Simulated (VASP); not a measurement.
# ScAl3 (Pm-3m) in VASP: notebook

The runs below take ScAl3 through single point, relaxation of cell and atoms, with PBE+D3(BJ).

Program: VASP 6.6.1. These are calculated values, not measurements. Logs are shortened: lines on timing, memory, paths and dates and some standing lists are left out, and cuts for length are marked.

**1. The cell of the first run**

It takes space group Pm-3m (No. 221, cubic). The conventional cell has a = 4.049 Å, b = 4.049 Å, c = 4.049 Å, α = 90.00°, β = 90.00°, γ = 90.00°. Sc (site symmetry m-3m) has 12 Al at 2.86 Å within 3.8 Å. Within 3.8 Å of Al (site symmetry 4/mmm) lie 4 Sc at 2.86 Å and 8 Al at 2.86 Å.

**2. Single point, PBE+D3(BJ)**

INCAR

```
SYSTEM = ScAl3
ALGO = Fast
EDIFF = 1E-7
ENCUT = 520
GGA = PE
ISIF = 2
ISMEAR = 0
IVDW = 12
LASPH = .True.
LCHARG = .False.
LREAL = .False.
LWAVE = .False.
NBANDS = 18
NELM = 80
PREC = Accurate
SIGMA = 0.1
```

KPOINTS

```
k-points
0
Gamma
  10 10 10
  0 0 0
```

POSCAR

```
ScAl3
1.0
    4.0488871639      0.0000000000      0.0000000000
    0.0000000000      4.0488871639      0.0000000000
    0.0000000000      0.0000000000      4.0488871639
Sc Al
1 3
Direct
    0.0000000000      0.0000000000      0.0000000000
    0.5000000000      0.0000000000      0.5000000000
    0.0000000000      0.5000000000      0.5000000000
    0.5000000000      0.5000000000      0.0000000000
```

Potentials or basis: VASP PAW PBE potentials, release 64 (Sc_sv, Al).

On the command line:

```console
cat potpaw_PBE.64/Sc_sv/POTCAR potpaw_PBE.64/Al/POTCAR > POTCAR
mpirun -np 1 vasp_std > vasp.out
```

OUTCAR:

```text
SYSTEM = ScAl3
   EDIFF = 1E-7
   ENCUT = 520
   GGA = PE
   ISIF = 2
   ISMEAR = 0
   IVDW = 12
   LASPH = .True.
   LREAL = .False.
   NELM = 80
   PREC = Accurate
 IVDW          = 12

 ion  position               nearest neighbor table
   1  0.000  0.000  0.000-   2 2.86   3 2.86   4 2.86   2 2.86   3 2.86   3 2.86   4 2.86   3 2.86
                             2 2.86   4 2.86   2 2.86   4 2.86
   2  0.500  0.000  0.500-   1 2.86   3 2.86   4 2.86   1 2.86   4 2.86   3 2.86   4 2.86   4 2.86
                             1 2.86   3 2.86   1 2.86   3 2.86
   3  0.000  0.500  0.500-   1 2.86   2 2.86   4 2.86   1 2.86   4 2.86   1 2.86   2 2.86   1 2.86
                             2 2.86   4 2.86   4 2.86   2 2.86
   4  0.500  0.500  0.000-   1 2.86   2 2.86   3 2.86   2 2.86   3 2.86   1 2.86   2 2.86   2 2.86
                             1 2.86   3 2.86   3 2.86   1 2.86

  LATTYP: Found a simple cubic cell.
 ALAT       =     4.0488871639

  Lattice vectors:

 A1 = (   4.0488871639,   0.0000000000,   0.0000000000)
 A2 = (   0.0000000000,   4.0488871639,   0.0000000000)
 A3 = (   0.0000000000,   0.0000000000,   4.0488871639)

Analysis of symmetry for initial positions (statically):
=====================================================================
 Subroutine PRICEL returns:
 Original cell was already a primitive cell.

 Routine SETGRP: Setting up the symmetry group for a
 simple cubic supercell.

 Subroutine GETGRP returns: Found 48 space group operations
 (whereof 48 operations were pure point group operations)
 out of a pool of 48 trial point group operations.

The static configuration has the point symmetry O_h .

Analysis of symmetry for dynamics (positions and initial velocities):
=====================================================================
 Subroutine PRICEL returns:
 Original cell was already a primitive cell.

 Routine SETGRP: Setting up the symmetry group for a
 simple cubic supercell.

 Subroutine GETGRP returns: Found 48 space group operations
 (whereof 48 operations were pure point group operations)
 out of a pool of 48 trial point group operations.

The dynamic configuration has the point symmetry O_h .

 Subroutine INISYM returns: Found 48 space group operations
 (whereof 48 operations are pure point group operations),
 and found     1 'primitive' translations

----------------------------------------------------------------------------------------

                                     Primitive cell

  volume of cell :      66.3754

  direct lattice vectors                    reciprocal lattice vectors
     4.048887164  0.000000000  0.000000000     0.246981444  0.000000000  0.000000000
     0.000000000  4.048887164  0.000000000     0.000000000  0.246981444  0.000000000
     0.000000000  0.000000000  4.048887164     0.000000000  0.000000000  0.246981444

  length of vectors
     4.048887164  4.048887164  4.048887164     0.246981444  0.246981444  0.246981444

  position of ions in fractional coordinates (direct lattice)
     0.000000000  0.000000000  0.000000000
     0.500000000  0.000000000  0.500000000
     0.000000000  0.500000000  0.500000000
     0.500000000  0.500000000  0.000000000

  ion indices of the primitive-cell ions
   primitive index   ion index
                 1           1
                 2           2
                 3           3
                 4           4

----------------------------------------------------------------------------------------

 KPOINTS: k-points

Automatic generation of k-mesh.
 Grid dimensions read from file:
 generate k-points for:   10   10   10

 Generating k-lattice:

  Cartesian coordinates                     Fractional coordinates (reciprocal lattice)
     0.024698144  0.000000000  0.000000000     0.100000000  0.000000000  0.000000000
     0.000000000  0.024698144  0.000000000     0.000000000  0.100000000  0.000000000
     0.000000000  0.000000000  0.024698144     0.000000000  0.000000000  0.100000000

  Length of vectors
     0.024698144  0.024698144  0.024698144

  Shift w.r.t. Gamma in fractional coordinates (k-lattice)
     0.000000000  0.000000000  0.000000000

 Subroutine IBZKPT returns following result:
 ===========================================

 Found     56 irreducible k-points:

 Following reciprocal coordinates:
            Coordinates               Weight
  0.000000  0.000000  0.000000      1.000000
  0.100000  0.000000  0.000000      6.000000
  0.200000  0.000000  0.000000      6.000000
  0.300000  0.000000  0.000000      6.000000
  0.400000  0.000000  0.000000      6.000000
  0.500000  0.000000  0.000000      3.000000
[... 16 lines left out ...]
  0.200000  0.100000  0.100000     24.000000
  0.300000  0.100000  0.100000     24.000000
 [... further k-points ...]
   k-points           NKPTS =     56   k-points in BZ     NKDIM =     56   number of bands    NBANDS=     18
   number of dos      NEDOS =    301   number of ions     NIONS =      4
   total plane-waves  NPLWV =  27000
   dimension x,y,z NGX =    30 NGY =   30 NGZ =   30
   dimension x,y,z NGXF=    60 NGYF=   60 NGZF=   60
   ions per type =               1   3
   NGX,Y,Z   is equivalent  to a cutoff of  12.32, 12.32, 12.32 a.u.
   NGXF,Y,Z  is equivalent  to a cutoff of  24.64, 24.64, 24.64 a.u.
 SYSTEM =  ScAl3
   PREC   = accura    normal or accurate (medium, high low for compatibility)
   ISTART =      0    job   : 0-new  1-cont  2-samecut
   ICHARG =      2    charge: 1-file 2-atom 10-const
   ISPIN  =      1    spin polarized calculation?
   LNONCOLLINEAR =      F non collinear calculations
   LSORBIT =      F    spin-orbit coupling
   LASPH  =      T    aspherical Exc in radial PAW
   ENCUT  =  520.0 eV  38.22 Ry    6.18 a.u.   7.53  7.53  7.53*2*pi/ulx,y,z
   NELM   =     80;   NELMIN=  2; NELMDL= -5     # of ELM steps
   EDIFF  = 0.1E-06   stopping-criterion for ELM
   LREAL  =      F    real-space projection
   EDIFFG = 0.1E-05   stopping-criterion for IOM
   NSW    =      0    number of steps for IOM
   IBRION =     -1    ionic relax: 0-MD 1-quasi-New 2-CG
   NFREE  =      0    steps in history (QN), initial steepest desc. (CG)
   ISIF   =      2    stress and relaxation
   ISYM   =      2    0-nonsym 1-usesym 2-fastsym
   POTIM  = 0.5000    time-step for ionic-motion
   TEBEG  =    0.0;   TEEND  =   0.0 temperature during run
   PSTRESS=    0.0 pullay stress
   NELECT =      20.0000    total number of electrons
   NUPDOWN=      -1.0000    fix difference up-down
   EMIN   =  10.00;   EMAX   =-10.00  energy-range for DOS
   EFERMI =   0.00;   METHOD = LEGACY
   ISMEAR =     0;   SIGMA  =   0.10  broadening in eV -4-tet -1-fermi 0-gaus
   EFERMI_NEDOS =   21; number of points for ismear=-14 and -15
   IALGO  =     68    algorithm
   IMIX   =      4    mixing-type and parameters
     AMIX     =   0.40;   BMIX     =  1.00
     AMIX_MAG =   1.60;   BMIX_MAG =  1.00
  volume/ion in A,a.u.               =      16.59       111.98
  Fermi-wavevector in a.u.,A,eV,Ry     =   1.097529  2.074028 16.389155  1.204569
  Thomas-Fermi vector in A             =   2.233890
   LORBIT       =      0    0 simple, 1 ext, 2 COOP (PROOUT), +10 PAW based schemes
   GGA     = PE    functional components
   LHFCALC =     F    Hartree Fock is set to
   AEXX    =    0.0000 exact exchange contribution
   IVDW    =    12    specifies the selected vdW correction
   LEPSILON=     F    determine dielectric tensor
   LRPA    =     F    only Hartree local field effects (RPA)
 non-spin polarized calculation
 RMM-DIIS sequential band-by-band and
 Gauss-broadening in eV      SIGMA  =   0.10
  energy-cutoff  :      520.00
  volume of cell :       66.38
 maximum number of plane-waves:      1808
   NGX = 15   NGY = 15   NGZ = 15

 number of electron      20.0000001 magnetization

 Free energy of the ion-electron system (eV)
  ---------------------------------------------------
  ext. energy  EPLUGINS =         0.00000000
  ---------------------------------------------------
  free energy    TOTEN  =       -19.26646355 eV

  energy without entropy =      -19.26122207  energy(sigma->0) =      -19.26384281

 E-fermi :   7.5532     XC(G=0): -10.5283

 val. band max:        7.5200730503   @ k =   0.5000   0.1000   0.1000
 cond. band min:       7.5556095402   @ k =   0.3000   0.0000   0.0000
 fundamental gap:      0.0355364899
 Fermi energy:         7.5531758593

 k-point     1 :       0.0000    0.0000    0.0000
  band No.  band energies     occupation
      1     -41.3367      2.00000
      2     -20.0512      2.00000
      3     -20.0512      2.00000
      4     -20.0512      2.00000
      5      -2.6478      2.00000
      6       4.8802      2.00000
[... 10 lines left out ...]
     17      12.9734      0.00000
     18      12.9734      0.00000

 k-point     2 :       0.1000    0.0000    0.0000
  band No.  band energies     occupation
      1     -41.3365      2.00000
      2     -20.0548      2.00000
      3     -20.0510      2.00000
      4     -20.0510      2.00000
      5      -2.5534      2.00000
      6       4.0994      2.00000
[... 10 lines left out ...]
     17      13.0503      0.00000
     18      13.0509      0.00000

 k-point     3 :       0.2000    0.0000    0.0000
  band No.  band energies     occupation
      1     -41.3361      2.00000
      2     -20.0641      2.00000
      3     -20.0502      2.00000
      4     -20.0502      2.00000
      5      -2.2732      2.00000
      6       2.9298      2.00000
[... 10 lines left out ...]
     17      12.9124      0.00000
     18      13.1016      0.00000

 k-point     4 :       0.3000    0.0000    0.0000
  band No.  band energies     occupation
      1     -41.3357      2.00000
      2     -20.0755      2.00000
      3     -20.0493      2.00000
      4     -20.0493      2.00000
      5      -1.8177      2.00000
      6       1.7743      2.00000
[... 375 lines left out ...]
      4     -20.0540      2.00000
      5      -2.3663      2.00000
      6       4.0870      2.00000
[... 10 lines left out ...]
     17      13.2068      0.00000
     18      13.2752      0.00000

 k-point    23 :       0.2000    0.1000    0.1000
  band No.  band energies     occupation
      1     -41.3359      2.00000
      2     -20.0634      2.00000
      3     -20.0536      2.00000
      4     -20.0532      2.00000
      5      -2.0898      2.00000
      6       3.0639      2.00000
[... 10 lines left out ...]
     17      12.6906      0.00000
     18      13.0955      0.00000

 k-point    24 :       0.3000    0.1000    0.1000
  band No.  band energies     occupation
      1     -41.3354      2.00000
      2     -20.0747      2.00000
      3     -20.0527      2.00000
      4     -20.0522      2.00000
      5      -1.6406      2.00000
      6       1.9303      2.00000
[... 10 lines left out ...]
     17      12.4905      0.00000
     18      13.3090      0.00000

 [... further k-points ...]

------------------------ aborting loop because EDIFF is reached ----------------------------------------

 Edisp (eV)   -1.56206

 E8    (eV) :    -0.7179

  FORCE on cell =-STRESS in cart. coord.  units (eV):
  Direction    XX          YY          ZZ          XY          YZ          ZX
  --------------------------------------------------------------------------------------
  -------------------------------------------------------------------------------------
  Total       0.01060     0.01060     0.01060     0.00000     0.00000     0.00000
  in kB       0.25577     0.25577     0.25577     0.00000     0.00000     0.00000
  external pressure =        0.26 kB  Pullay stress =        0.00 kB

 VOLUME and BASIS-vectors are now :
 -----------------------------------------------------------------------------
  energy-cutoff  :      520.00
  volume of cell :       66.38
      direct lattice vectors                 reciprocal lattice vectors
     4.048887164  0.000000000  0.000000000     0.246981444  0.000000000  0.000000000
     0.000000000  4.048887164  0.000000000     0.000000000  0.246981444  0.000000000
     0.000000000  0.000000000  4.048887164     0.000000000  0.000000000  0.246981444

 POSITION                                       TOTAL-FORCE (eV/Angst)
 -----------------------------------------------------------------------------------
      0.00000      0.00000      0.00000         0.000000      0.000000      0.000000
      2.02444      0.00000      2.02444         0.000000      0.000000      0.000000
      0.00000      2.02444      2.02444         0.000000      0.000000      0.000000
      2.02444      2.02444      0.00000         0.000000      0.000000      0.000000
 -----------------------------------------------------------------------------------
    total drift:                               -0.000000     -0.000000      0.000000

  FREE ENERGIE OF THE ION-ELECTRON SYSTEM (eV)
  ---------------------------------------------------
  free  energy   TOTEN  =       -20.8285229736 eV

  energy  without entropy=      -20.8232814958  energy(sigma->0) =      -20.82590223
```

Run time: 81 s. Hardware: 1 thread of Oxide Virtual Turin-like, shared host; peak memory 0.17 GiB.

What came out:

```
Free energy                : -20.8285 eV
Pressure                   : 0.0 GPa
Band gap on the k mesh     : zero (band 10 reaches 8.57 eV, above the bottom of band 11 at 4.55 eV)
Dispersion energy per atom : -0.391 eV
```

Caveat: pairwise dispersion overbinds metals, which lowers pressure and volume.

**3. Relaxation of cell and atoms, PBE+D3(BJ)**

This run uses another cell than the first one, of 17.30 Å³/atom, 1.042 times its volume.

INCAR

```
PREC = Accurate
ENCUT = 600
EDIFF = 1E-6
ISMEAR = 0
SIGMA = 0.1
LREAL = F
LASPH = T
NELM = 60
ALGO = Normal
ISIF = 3
LWAVE = F
LCHARG = F
GGA = PE
IVDW = 12
IBRION = 2
NSW = 70
EDIFFG = -0.005
```

KPOINTS

```
Automatic mesh
0
Gamma
  10 10 10
```

POSCAR

```
ScAl3
1.0
    4.1053305961      0.0000000000      0.0000000000
    0.0000000000      4.1053305961      0.0000000000
    0.0000000000      0.0000000000      4.1053305961
Sc Al
1 3
Direct
    0.0000000000      0.0000000000      0.0000000000
    0.5000000000      0.0000000000      0.5000000000
    0.0000000000      0.5000000000      0.5000000000
    0.5000000000      0.5000000000      0.0000000000
```

Potentials or basis: VASP PAW PBE potentials, release 64 (Sc_sv, Al).

On the command line:

```console
cat potpaw_PBE.64/Sc_sv/POTCAR potpaw_PBE.64/Al/POTCAR > POTCAR
mpirun -np 1 vasp_std > vasp.out
```

It took 3.1 min on 1 thread of Oxide Virtual Turin-like, shared host; peak memory 0.23 GiB.

It converged, with:

- Free energy: -20.8295 eV
- Relaxed volume: 16.60 Å³/atom
- Relaxed cell: a = 4.049 Å, b = 4.049 Å, c = 4.049 Å, α = 90.00°, β = 90.00°, γ = 90.00°
- Space group after relaxing (to 0.05 Å): Pm-3m (No. 221)
- Energy gained by relaxing: 8.0 meV/atom
- Ionic steps: 3
- Pressure after relaxing: 0.0 GPa
- Band gap on the k mesh: zero (band 10 reaches 8.56 eV, above the bottom of band 11 at 4.54 eV)
- Dispersion energy per atom: -0.390 eV

The path:
```tsv
step	energy change (eV)	largest force (eV/Å)	pressure (GPa)	volume (Å³)
1	0.0000	0.0000	-3.57	69.19
2	-0.0276	0.0000	1.49	65.40
3	-0.0322	0.0000	-0.01	66.40
```

Final structure:
```yaml
crystal:
  lattice:
    - [4.04942, 0.00000, 0.00000]
    - [0.00000, 4.04942, 0.00000]
    - [0.00000, 0.00000, 4.04942]
  atoms:
    - { symbol: Sc, position: [0.00000, 0.00000, 0.00000] }
    - { symbol: Al, position: [0.50000, 0.00000, 0.50000] }
    - { symbol: Al, position: [0.00000, 0.50000, 0.50000] }
    - { symbol: Al, position: [0.50000, 0.50000, 0.00000] }
```

Levels at points of the mesh, in eV from the Fermi level:
```csv
k point,band 6,band 7,band 8,band 9,band 10,band 11,band 12,band 13,band 14
"(0.00, 0.00, 0.00)",-2.67,-2.67,-1.85,-1.85,-1.85,1.24,1.31,1.31,1.31
"(0.50, 0.00, 0.00)",-7.44,-1.78,-1.78,-1.55,1.01,1.03,1.03,1.34,1.66
"(0.50, 0.50, 0.00)",-5.70,-5.70,-4.45,-0.57,-0.57,1.19,1.39,2.13,2.57
"(0.50, 0.50, 0.50)",-4.86,-4.86,-4.60,-3.01,-3.01,-3.01,1.01,2.68,2.68
```

Caveat: pairwise dispersion overbinds metals, which lowers pressure and volume.
